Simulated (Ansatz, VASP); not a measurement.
## BN: VASP beside Ansatz

```
CELL_PARAMETERS angstrom
0.00000 3.49532 2.16609
1.25163 0.00000 2.16609
1.25163 3.49532 0.00000
ATOMIC_POSITIONS crystal
B 0.00005 0.00005 0.99995
N 0.49841 0.62715 0.37285
```

Alike in both runs: task single point; functional PBE; dispersion D3(BJ); k mesh 12 × 12 × 12; occupations gaussian, width 0.05 eV; no spin polarisation.

```csv
,VASP,Ansatz
version,VASP 6.6.1,Ansatz 0.2.0
potentials or method,"VASP PAW PBE potentials, release 64 (B, N), cutoff 600 eV","scalar-relativistic, plane waves, PAW"
valence electrons in the cell,8,8
```

|  | VASP | Ansatz | Ansatz less VASP |
| --- | --- | --- | --- |
| gap on the k mesh at the Fermi level (eV) | 0.08 | 0.08 | -0.001 |
| least direct gap on the mesh (eV) | 0.38 | 0.38 | -0.002 |
| pressure (GPa) | 17.1 | 17.3 | +0.27 |
| traceless stress, the component that is largest in VASP (GPa) | -35.78 | -35.69 | +0.089 |
| rms of the force components (eV/Å) | 2.589 | 2.585 | -0.0032 |

Atom by atom the forces differ by 0.014 eV/Å (rms over components).
